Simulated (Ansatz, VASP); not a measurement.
# HfN: VASP beside Ansatz

```
Hf N
1.0
     0.00000    2.57756    2.33208
     2.57756    0.00000    2.33208
     2.57756    2.57756    0.00000
Hf N
1 1
Direct
  0.00000 0.00000 0.00000
  0.75000 0.75000 0.75000
```

Change from the starting cell: strain +0.050 along x and y, -0.050 along z, atoms carried along.

Alike in both runs: task single point; functional r2SCAN; k mesh 16 × 16 × 16; occupations gaussian, width 0.15 eV; no spin polarisation.

|  | VASP | Ansatz |
| --- | --- | --- |
| version | VASP 6.6.1 | Ansatz 0.2.0 |
| potentials or method | VASP PAW PBE potentials, release 64 (Hf_pv, N), cutoff 520 eV | scalar-relativistic, plane waves, PAW |
| valence electrons in the cell | 15 | 31 |

|  | VASP | Ansatz | Ansatz less VASP |
| --- | --- | --- | --- |
| gap on the k mesh at the Fermi level (eV) | none | none | - |
| pressure (GPa) | -12.2 | -10.9 | +1.38 |
| traceless stress, the component that is largest in VASP (GPa) | 9.49 | 9.40 | -0.084 |

VASP's potentials were made for PBE, not for r2SCAN. A gap of «none» marks a metal or a gap that the smearing closes. VASP's potentials hold 15 valence electrons a cell and Ansatz's 31, so a difference there can come from the potentials and not from the codes.

Spin-orbit coupling is off throughout.
